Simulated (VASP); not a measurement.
# CrO2 (P4_2/mnm) in VASP: a series of runs, part 2 of 2

VASP 6.6.1. The steps go on from the part before.

### 3 Single point, PBE, collinear spin, ferromagnetic start

This run uses another cell than the first one, of 9.61 Å³/atom.

Contents of INCAR:

```
PREC = Accurate
ENCUT = 600
EDIFF = 1E-6
ISMEAR = 0
SIGMA = 0.1
LREAL = False
LASPH = True
NELM = 200
ALGO = Normal
ISIF = 2
LWAVE = False
LCHARG = False
ISPIN = 2
MAGMOM = 1.9 1.9 0 0 0 0
LORBIT = 11
LMAXMIX = 4
GGA = PE
NBANDS = 39
GGA_COMPAT = False
```

Contents of KPOINTS:

```
Automatic mesh
0
Gamma
  4 4 6
```

Contents of POSCAR:

```
CrO2
1.0
    4.4407917087      0.0000000000      0.0000000000
    0.0000000000      4.4407917087      0.0000000000
    0.0000000000      0.0000000000      2.9227454798
Cr O
2 4
Direct
    0.0000000000      0.0000000000      0.5000000000
    0.5000000000      0.5000000000      0.0000000000
    0.1967873518      0.1967873518      0.0000000000
    0.3032126482      0.6967873518      0.5000000000
    0.8032126482      0.8032126482      0.0000000000
    0.6967873518      0.3032126482      0.5000000000
```

Potentials or basis: VASP PAW PBE potentials, release 64 (Cr_sv, O).

Launch:

```console
$ cat potpaw_PBE.64/Cr_sv/POTCAR potpaw_PBE.64/O/POTCAR > POTCAR
$ mpirun -np 1 vasp_std > vasp.out
```

OUTCAR:

```text
PREC = Accurate
   ENCUT = 600
   EDIFF = 1E-6
   ISMEAR = 0
   LREAL = False
   LASPH = True
   NELM = 200
   ISIF = 2
   ISPIN = 2
   LORBIT = 11
   GGA = PE

 ion  position               nearest neighbor table
   1  0.000  0.000  0.500-   4 1.90   6 1.90   5 1.91   3 1.91   3 1.91   5 1.91
   2  0.500  0.500  0.000-   3 1.90   5 1.90   4 1.91   6 1.91   4 1.91   6 1.91
   3  0.197  0.197  0.000-   2 1.90   1 1.91   1 1.91
   4  0.303  0.697  0.500-   1 1.90   2 1.91   2 1.91
   5  0.803  0.803  0.000-   2 1.90   1 1.91   1 1.91
   6  0.697  0.303  0.500-   1 1.90   2 1.91   2 1.91

  LATTYP: Found a simple tetragonal cell.
 ALAT       =     4.4407917087
 C/A-ratio  =     0.6581586509

[... 2207 lines left out ...]
      0.00000      0.00000      1.46137         0.000000      0.000000     -0.000000
      2.22040      2.22040      0.00000         0.000000      0.000000     -0.000000
      0.87389      0.87389      0.00000        -0.026246     -0.026246      0.000000
      1.34650      3.09429      1.46137         0.026246     -0.026246     -0.000000
      3.56690      3.56690      0.00000         0.026246      0.026246     -0.000000
      3.09429      1.34650      1.46137        -0.026246      0.026246     -0.000000
 -----------------------------------------------------------------------------------
    total drift:                               -0.000000      0.000000      0.000000

  FREE ENERGIE OF THE ION-ELECTRON SYSTEM (eV)
  ---------------------------------------------------
  free  energy   TOTEN  =       -50.7182758190 eV

  energy  without entropy=      -50.7092810885  energy(sigma->0) =      -50.71377845

 total charge

# of ion       s       p       d       tot
------------------------------------------
    1        2.149   6.049   3.358  11.555
    2        2.149   6.049   3.358  11.555
    3        1.568   3.465   0.000   5.032
    4        1.568   3.465   0.000   5.032
    5        1.568   3.465   0.000   5.032
    6        1.568   3.465   0.000   5.032
--------------------------------------------------
tot         10.569  25.956   6.715  43.240

 magnetization (x)

# of ion       s       p       d       tot
------------------------------------------
    1        0.012   0.012   1.926   1.951
    2        0.012   0.012   1.926   1.951
    3       -0.003  -0.073   0.000  -0.075
    4       -0.003  -0.073   0.000  -0.075
    5       -0.003  -0.073   0.000  -0.075
    6       -0.003  -0.073   0.000  -0.075
--------------------------------------------------
tot          0.014  -0.266   3.853   3.600
```

stdout:

```text
POSCAR found type information on POSCAR CrO
 POSCAR found :  2 types and       6 ions
 scaLAPACK will be used
 LDA part: xc-table for (Slater+PW92), standard interpolation
 POSCAR, INCAR and KPOINTS ok, starting setup
 FFT: planning ... GRIDC
 FFT: planning ... GRID_SOFT
 FFT: planning ... GRID
 WAVECAR not read
 entering main loop
```

It took 84 s on 1 thread of AMD EPYC 9R45 (Zen 5), shared host; peak memory 0.22 GiB.

Results:

| Property | Result |
| --- | --- |
| Free energy | -50.7183 eV |
| Pressure | -1.5 GPa |
| Largest force | 0.037 eV/Å |
| Band gap on the k mesh | zero (filled and empty bands overlap) |
| Net moment | 4.00 μB per cell |
| Site moments | Cr +1.95; O -0.07 μB |
| Valence electrons inside the program's atomic spheres | Cr 11.55; O 5.03 |

Forces on the atoms (eV/Å):
```
Cr   0.000  0.000  0.000
Cr   0.000  0.000  0.000
O   -0.026 -0.026  0.000
O    0.026 -0.026  0.000
O    0.026  0.026  0.000
O   -0.026  0.026  0.000
```

Levels at points of the mesh, in eV from the Fermi level:
Spin up:
| k point | band 26 | band 27 | band 28 | band 29 | band 30 | band 31 |
| --- | --- | --- | --- | --- | --- | --- |
| (0.00, 0.00, 0.00) | -1.14 | -1.14 | -1.13 | -0.57 | 1.11 | 1.19 |
| (0.50, 0.00, 0.00) | -0.80 | -0.34 | -0.34 | 0.35 | 0.35 | 3.28 |
| (0.50, 0.50, 0.00) | -1.48 | -1.12 | -1.12 | 0.89 | 0.89 | 2.70 |
| (0.00, 0.00, 0.50) | -0.71 | -0.02 | -0.02 | 0.74 | 0.74 | 2.44 |
| (0.50, 0.00, 0.50) | -1.43 | -0.71 | -0.71 | 0.93 | 0.93 | 1.66 |
| (0.50, 0.50, 0.50) | -0.70 | -0.24 | -0.24 | 0.06 | 0.06 | 2.94 |
Spin down:
```
           k point  band 21  band 22  band 23  band 24  band 25  band 26  band 27  band 28
(0.00, 0.00, 0.00)    -1.72    -1.38    -1.38    -0.94     0.96     0.98     1.23     1.23
(0.50, 0.00, 0.00)    -2.86    -2.86    -1.73    -1.73     1.63     1.63     1.82     1.82
(0.50, 0.50, 0.00)    -2.54    -2.54    -2.19    -2.19     0.99     0.99     1.25     1.25
(0.00, 0.00, 0.50)    -3.55    -3.55    -2.58    -2.58     1.65     1.65     2.14     2.14
(0.50, 0.00, 0.50)    -3.11    -3.11    -2.06    -2.06     0.70     0.70     2.17     2.17
(0.50, 0.50, 0.50)    -2.37    -2.37    -1.66    -1.66     1.31     1.31     2.00     2.00
```

Caveat: semilocal functionals often make such compounds metallic where correlation or magnetic order opens a gap, which also shifts bond lengths; only a ferromagnetic start was run, and an antiferromagnetic order may lie lower in energy.
